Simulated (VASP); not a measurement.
SnTe:

```
Te Sn
1.0
     0.00000    3.61115    3.61115
     3.61115    0.00000    3.61115
     3.61115    3.61115    0.00000
Te Sn
1 1
Direct
  0.25000 0.25000 0.25000
  0.00000 0.00000 0.00000
```

Base run:

| Item | Value |
| --- | --- |
| Program | VASP 6.6.1 |
| Functional | HSE06 |
| Potentials or basis | VASP PAW PBE potentials, release 64 (Te, Sn_d) |
| Cutoff | 520 eV |
| k mesh | 4 × 4 × 4 |
| Occupations | fermi-dirac, width 0.05 eV |
| Spin | no spin polarisation |

Its results: band gap on the k mesh 0.37 eV, indirect (least direct gap 1.14 eV); pressure -0.7 GPa.

After a change of settings the same cell gave: band gap on the k mesh 0.86 eV, indirect (least direct gap 1.61 eV); pressure 0.8 GPa. Which change was it?
A. functional from HSE06 to PBE; k mesh from 4 × 4 × 4 to 6 × 6 × 6
B. functional from HSE06 to B3LYP
C. functional from HSE06 to r2SCAN; further incar settings from ALGO = Normal; EDIFF = 1e-06; NBANDS = 17 to ALGO = Normal; EDIFF = 1e-07; NBANDS = 17
D. functional from HSE06 to HF; further incar settings from ALGO = Normal; EDIFF = 1e-06; NBANDS = 17 to ALGO = Normal; EDIFF = 1e-07; NBANDS = 17

B.

Caveats: the PAW data sets were made with another functional, which shifts forces and pressure a little; spin-orbit coupling is left out, which moves the levels of the heavy elements.
